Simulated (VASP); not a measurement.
The system is AgCl.

```xyz
2
Lattice="0.0000 2.9932 2.8229 2.9932 0.0000 2.8229 2.9932 2.9932 0.0000" Properties=species:S:1:pos:R:3 pbc="T T T"
Ag    0.0000    0.0000    0.0000
Cl    1.4966    1.4966    1.4115
```

This cell differs from its parent crystal: uniaxial z strain -5.7%.

Base run:

| Property | Result |
| --- | --- |
| Program | VASP 6.6.1 |
| Functional | PBE |
| Potentials or basis | VASP PAW PBE potentials, release 64 (Ag, Cl) |
| Cutoff | 520 eV |
| k mesh | 8 × 8 × 8 |
| Occupations | fermi-dirac, width 0.02 eV |
| Spin | no spin polarisation |

Its results: band gap on the k mesh 1.14 eV; pressure 3.4 GPa.

Problem. The run is repeated on the same cell with these changes: functional from PBE to r2SCAN; occupations from fermi-dirac, width 0.02 eV to gaussian, width 0.01 eV. What comes out?

Solution. Band gap on the k mesh 1.49 eV; pressure 2.2 GPa.

Caveats: the cell stands under pressure (at least some runs); the PAW data sets were made with another functional, which shifts forces and pressure a little (at least some runs).

